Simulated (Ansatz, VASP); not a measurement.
# Two plane-wave programs on WC

```xyz
2
Lattice="2.7241 0.0000 0.0000 0.0000 2.7241 0.0000 0.0000 0.0000 2.7241" Properties=species:S:1:pos:R:3 pbc="T T T"
W     0.0000    0.0000    0.0000
C     1.3621    1.3621    1.3621
```

Alike in both runs: functional PBE; k mesh 6 × 6 × 6; occupations gaussian, width 0.2 eV; no spin polarisation.

Ansatz relaxed the structure, and its values are those at the end. VASP's run is a single point on that final structure, the one shown.

```csv
,VASP,Ansatz
version,VASP 6.6.1,Ansatz 0.2.0
potentials or method,"VASP PAW PBE potentials, release 64 (W_sv, C), cutoff 600 eV","scalar-relativistic, plane waves, PAW"
valence electrons in the cell,18,18
```

|  | VASP | Ansatz | Ansatz less VASP |
| --- | --- | --- | --- |
| gap on the k mesh at the Fermi level (eV) | none | none | - |
| pressure (GPa) | 0.9 | -0.3 | -1.19 |

A gap of «none» marks a metal or a gap that the smearing closes.

The k mesh is coarse, so the values compare programs but aren't converged. Spin-orbit coupling is off throughout.
